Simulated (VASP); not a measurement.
TiAl3, 4 atoms in the cell. Symmetry: Pm-3m, No. 221, cubic system. The conventional cell has a = 3.924 Å, b = 3.924 Å, c = 3.924 Å, α = 90.00°, β = 90.00°, γ = 90.00°. Ti (site symmetry m-3m) has 12 Al at 2.77 Å within 3.7 Å. Within 3.7 Å of Al (site symmetry 4/mmm) lie 4 Ti at 2.77 Å and 8 Al at 2.77 Å. 

| Quantity | Value |
| --- | --- |
| Program | VASP 6.6.1 |
| Task | single point |
| Functional | PBE |
| Dispersion | D3(BJ) |
| Potentials or basis | VASP PAW PBE potentials, release 64 (Ti_sv, Al) |
| Cutoff | 500 eV |
| k mesh | 10 × 10 × 10 |
| Occupations | gaussian, width 0.1 eV |
| Spin | no spin polarisation |
| Dipole correction | no |
| Further INCAR settings | ALGO = Normal; EDIFF = 1e-06; NBANDS = 18 |

Potentials or basis: VASP PAW PBE potentials, release 64 (Ti_sv, Al).

The run is started by

```bash
$ cat potpaw_PBE.64/Ti_sv/POTCAR potpaw_PBE.64/Al/POTCAR > POTCAR
$ mpirun -np 1 vasp_std > vasp.out
```

Hardware: 1 thread of Intel Xeon 8259CL, on a shared host.

Task: How long does it take, and how much memory?

Result: Wall time 79 s on 1 thread of Intel Xeon 8259CL, on a shared host, peak memory 0.21 GiB. Counts: scf iterations 13, k points 56.
